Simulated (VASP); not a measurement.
# Li2AlF5 in VASP: notebook, part 2 of 2

VASP 6.6.1.

### 3 Single point, PBE

Input file INCAR:

```
SYSTEM = Li2AlF5
ALGO = Normal
EDIFF = 1E-6
ENCUT = 520
GGA = PE
ISIF = 2
ISMEAR = -1
ISYM = 0
LASPH = .TRUE.
LCHARG = .TRUE.
LELF = .TRUE.
LREAL = Auto
LVHAR = .TRUE.
LWAVE = .FALSE.
NBANDS = 84
NELM = 60
PREC = Accurate
SIGMA = 0.0655
```

Input file KPOINTS:

```
k-points
0
G
  1 1 1
  0 0 0
```

Input file POSCAR:

```
Li2AlF5
1.0
    6.1911310000     -0.0229290000     -0.1913040000
   -0.0229290000      6.2658620000     -0.0128380000
   -0.1913040000     -0.0128380000      6.2422390000
Al F Li
3 15 6
Direct
    0.5556391664      0.4802158959      0.3524913107
    0.1329261499      0.1187589156      0.9158835365
    0.5937122693      0.8833274693      0.9315153890
    0.8396488666      0.1613684767      0.8920624211
    0.6551664967      0.9030051571      0.1984255572
    0.8523359143      0.7391697200      0.8853598413
    0.3619354589      0.7151695951      0.9137849493
    0.5833738941      0.9152792289      0.6450506163
    0.8753743245      0.5244702969      0.3626768792
    0.5047207776      0.2336006102      0.3771182212
    0.1004002661      0.9290960066      0.6811251070
    0.1548396251      0.3515474864      0.1216481148
    0.5949422874      0.4394943971      0.0953271844
    0.4271627314      0.1355912886      0.8885253609
    0.3150642129      0.6336802238      0.3836833596
    0.1473856480      0.9547438781      0.1478407773
    0.6267380447      0.5004227275      0.6540174001
    0.1271205535      0.3598622077      0.7615037780
    0.1189770741      0.6632203215      0.0901218638
    0.3896432850      0.9755033892      0.4131084746
    0.8680127619      0.8010980487      0.5955878668
    0.8828036334      0.3978288935      0.6635100312
    0.8585762703      0.3467624447      0.1142958177
    0.4149494385      0.4330618114      0.8648677398
```

Potentials or basis: VASP PAW PBE potentials, release 64 (Al, F, Li_sv).

On the command line:

```console
$ cat potpaw_PBE.64/Al/POTCAR potpaw_PBE.64/F/POTCAR potpaw_PBE.64/Li_sv/POTCAR > POTCAR
$ mpirun -np 1 vasp_gam > vasp.out
```

OUTCAR:

```text
SYSTEM = Li2AlF5
   EDIFF = 1E-6
   ENCUT = 520
   GGA = PE
   ISIF = 2
   ISMEAR = -1
   ISYM = 0
   LASPH = .TRUE.
   LREAL = Auto
   NELM = 60
   PREC = Accurate

 ion  position               nearest neighbor table
   1  0.556  0.480  0.352-  10 1.58  13 1.66  15 1.80  17 1.91   9 1.99  23 2.61  22 2.77
   2  0.133  0.119  0.916-  16 1.78  18 1.79   4 1.84  14 1.84  11 1.88  12 1.94  23 2.60  24 2.66
                            22 2.78   3 3.22
   3  0.594  0.883  0.932-   5 1.69   7 1.77   8 1.80   6 1.88  14 1.90   4 2.33  21 2.83   2 3.22

[... 282 lines left out ...]
  Total        9.7920024     16.4036812     13.1227279      0.8270332     -0.6281004      0.0377257
  in kB       64.8500431    108.6375783     86.9086252      5.4772391     -4.1597554      0.2498481
  external PRESSURE =      86.7987488 kB  Pullay stress =       0.0000000 kB

 VOLUME and BASIS-vectors are now :
 -----------------------------------------------------------------------------
  energy-cutoff  :      520.00
  volume of cell :      241.92
      direct lattice vectors                 reciprocal lattice vectors
     6.191131000 -0.022929000 -0.191304000     0.161676747  0.000601787  0.004956096
    -0.022929000  6.265862000 -0.012838000     0.000601787  0.159597873  0.000346677
    -0.191304000 -0.012838000  6.242239000     0.004956096  0.000346677  0.160351530

 POSITION                                       TOTAL-FORCE (eV/Angst)
 -----------------------------------------------------------------------------------
      3.36159      2.99170      2.08787        -0.341686      3.984531      3.044074
      0.64503      0.72932      5.69021         0.037917     -0.404524     -0.237869
      3.47729      5.50924      5.68982         0.613490      0.082980     -2.221159
      5.02402      0.98041      5.40577        -0.153619     -0.610516      0.392536
      3.99756      5.64054      1.10169        -0.205437     -0.239337      0.678162
      5.09060      4.60063      5.35408        -0.766332     -0.324798      1.243100
[... 16 lines left out ...]
      5.28574      2.15161      0.54476         0.531051      0.018866      0.429762
      2.39362      2.69289      5.31377        -0.051892      0.236962     -0.780119
 -----------------------------------------------------------------------------------
    total drift:                                0.000898      0.012306      0.012779

  FREE ENERGIE OF THE ION-ELECTRON SYSTEM (eV)
  ---------------------------------------------------
  free  energy   TOTEN  =      -122.4289283391 eV

  energy  without entropy=     -122.4289283391  energy(sigma->0) =     -122.42892834
```

stdout:

```text
POSCAR found type information on POSCAR AlF Li
 POSCAR found :  3 types and      24 ions
 scaLAPACK will be used
 LDA part: xc-table for (Slater+PW92), standard interpolation
 POSCAR, INCAR and KPOINTS ok, starting setup
 FFT: planning ... GRIDC
 FFT: planning ... GRID_SOFT
 FFT: planning ... GRID
 WAVECAR not read
 entering main loop
```

Run time: 65 s. Hardware: 1 thread of AMD EPYC 7R13, shared host; peak memory 0.26 GiB.

What came out:

- Free energy: -122.4289 eV
- Largest force: 5.026 eV/Å

Forces in eV/Å, atoms in the order of the input:
```
Al  -0.342  3.985  3.044
Al   0.038 -0.405 -0.238
Al   0.613  0.083 -2.221
F   -0.154 -0.611  0.393
F   -0.205 -0.239  0.678
F   -0.766 -0.325  1.243
F    0.653  0.213  0.456
F    0.617 -0.365 -0.314
F   -1.315  0.054  0.640
F   -0.817 -3.532  1.064
F    0.951  1.889  0.370
F   -0.300 -0.521 -0.073
F    0.262  0.822 -1.844
F   -0.463 -0.820  0.920
F    1.557 -0.036 -0.583
F   -0.066  0.352 -0.285
F   -0.939 -0.094 -1.088
F    1.592  0.023 -1.149
Li   0.145  0.056  0.333
Li  -0.291 -0.541  0.027
Li  -0.526 -0.129 -0.407
Li  -0.722 -0.116 -0.617
Li   0.531  0.019  0.430
Li  -0.052  0.237 -0.780
```

Caveat: the k points lie up to 1.02 Å⁻¹ apart, too coarse for converged energies, forces and pressures; the cutoff is under 1.25 times the usual one of these potentials, so pressure, stress and relaxed cells hold a basis-set (Pulay) error; the atoms stand as in a frame of molecular dynamics.

### 4 Single point, PBE

Input file INCAR:

```
SYSTEM = Li2AlF5
PREC = Accurate
ENCUT = 520
EDIFF = 1E-6
ISMEAR = -1
SIGMA = 0.0655
LREAL = Auto
LASPH = .TRUE.
NELM = 80
ALGO = Normal
ISIF = 2
LWAVE = .FALSE.
LCHARG = .FALSE.
GGA = PE
ISYM = 0
NBANDS = 84
```

Input file KPOINTS:

```
Automatic mesh
0
G
  1 1 1
  0 0 0
```

Input file POSCAR:

```
Li2AlF5
1.0
    6.1911310000     -0.0229290000     -0.1913040000
   -0.0229290000      6.2658620000     -0.0128380000
   -0.1913040000     -0.0128380000      6.2422390000
Al F Li
3 15 6
Direct
    0.5582594731      0.4804783315      0.4092995560
    0.1468005507      0.1489688523      0.8732108775
    0.6091904208      0.8753043410      0.9007696952
    0.8597515624      0.1575155825      0.8515079442
    0.7002108047      0.8796091685      0.1719528122
    0.8548666805      0.6955041904      0.8879918405
    0.3741969829      0.7524036537      0.9232356752
    0.6021725652      0.8896837222      0.6299433232
    0.8797552351      0.5245280476      0.4406024163
    0.5536618862      0.2018820091      0.3910964471
    0.1505931221      0.9719264468      0.6375634862
    0.1382800240      0.4041766525      0.0641459485
    0.6320192284      0.4956997222      0.1479579041
    0.4568110321      0.1414798898      0.9097402545
    0.3010245849      0.6333607935      0.3868309581
    0.1347205136      1.0046304132      0.1166477314
    0.5594660122      0.4777813586      0.6900656708
    0.1538068700      0.3815025614      0.7199536255
    0.1040337228      0.6554107411      0.1102093705
    0.3291571477      0.9247693986      0.4137863463
    0.8823701605      0.8603613582      0.4645330402
    0.9032284648      0.4824896331      0.7189851943
    0.8191818498      0.2340593825      0.1644157840
    0.3913934798      0.4671464753      0.9108962929
```

On the command line:

```console
$ cat potpaw_PBE.64/Al/POTCAR potpaw_PBE.64/F/POTCAR potpaw_PBE.64/Li_sv/POTCAR > POTCAR
$ mpirun -np 1 vasp_gam > vasp.out
```

It took 69 s on 1 thread of AMD EPYC 7R13, shared host; peak memory 0.26 GiB.

It converged, with:

| Quantity | Value |
| --- | --- |
| Free energy | -122.6324 eV |
| Largest force | 2.527 eV/Å |

Forces in eV/Å, atoms in the order of the input:
```
Al  -0.302 -0.182  0.846
Al   0.557 -0.405  0.050
Al   2.296  0.560  0.396
F   -0.609 -0.282  0.464
F    0.270  1.382  0.891
F   -0.028  1.181 -0.026
F   -1.579 -0.976  0.598
F    0.450 -0.212 -1.681
F   -1.411  0.617 -0.069
F   -0.192  0.361 -0.328
F   -0.659  0.337 -0.016
F    0.091 -2.299  1.046
F   -0.819 -0.598 -0.779
F   -0.701 -0.276  0.269
F    1.416 -0.266 -0.561
F   -0.183 -0.403  0.692
F    0.719  0.051 -0.963
F    1.363 -0.671 -1.619
Li  -0.348  1.634  0.105
Li   0.655  0.645  0.145
Li  -0.370 -0.148  0.344
Li  -0.923 -0.181  0.286
Li  -0.177  0.220 -0.135
Li   0.484 -0.090  0.047
```

Levels at points of the mesh, in eV from the Fermi level:
```csv
k point,band 63,band 64,band 65,band 66,band 67,band 68,band 69,band 70
"(0.00, 0.00, 0.00)",-2.46,-2.15,-2.09,-1.72,4.65,6.77,7.67,8.21
```

Caveat: the k points lie up to 1.02 Å⁻¹ apart, too coarse for converged energies, forces and pressures; the cutoff is under 1.25 times the usual one of these potentials, so pressure, stress and relaxed cells hold a basis-set (Pulay) error; the atoms stand as in a frame of molecular dynamics.

### 5 Summary

| cell | smearing | largest force (eV/Å) |
| --- | --- | --- |
| as given, atomic positions A | fermi-dirac 0.1181 eV | 4.39 |
| as given, atomic positions B | fermi-dirac 0.0655 eV | 5.03 |
| as given, atomic positions C | fermi-dirac 0.0655 eV | 2.53 |

Alike in all rows: task single point; level PBE; potentials or basis VASP PAW PBE potentials, release 64 (Al, F, Li_sv); no spin polarisation; k mesh 1 × 1 × 1; cutoff (eV) 520.

Caveats: all runs use coarse meshes; the cutoff is under 1.25 times the usual one of these potentials, so pressure, stress and relaxed cells hold a basis-set (Pulay) error; the atoms stand as in a frame of molecular dynamics.

Absolute energies hang on the potentials; compare differences alone.
